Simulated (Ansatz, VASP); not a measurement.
# Mg3CdTe4 in VASP and in Ansatz

```xyz
8
Lattice="6.5157 0.0000 0.0000 0.0000 6.5157 0.0000 0.0000 0.0000 6.5157" Properties=species:S:1:pos:R:3 pbc="T T T"
Mg    0.0000    0.0000    3.2578
Mg    0.0000    3.2578    0.0000
Mg    3.2578    0.0000    0.0000
Cd    3.2578    3.2578    3.2578
Te    4.9062    4.9062    4.9062
Te    4.9062    1.6095    1.6095
Te    1.6095    4.9062    1.6095
Te    1.6095    1.6095    4.9062
```

Alike in both runs: task relaxation of cell and atoms; functional PBE; k mesh 4 × 4 × 4; occupations gaussian, width 0.02 eV; no spin polarisation.

|  | VASP | Ansatz |
| --- | --- | --- |
| version | VASP 6.6.1 | Ansatz 0.2.0 |
| potentials or method | VASP PAW PBE potentials, release 64 (Mg, Cd, Te), cutoff 600 eV | scalar-relativistic, plane waves, PAW |
| valence electrons in the cell | 42 | 114 |

```tsv
	VASP	Ansatz	Ansatz less VASP
gap on the k mesh at the Fermi level, each at its own relaxed structure (eV)	1.77	1.78	+0.007
relaxed volume (Å³/atom)	34.89	34.90	+0.016
relaxed cell length with the largest relative difference (Å)	6.535	6.536	+0.0010
```

VASP's potentials hold 42 valence electrons a cell and Ansatz's 114, so a difference there can come from the potentials and not from the codes.

Neither program's run includes spin-orbit coupling.
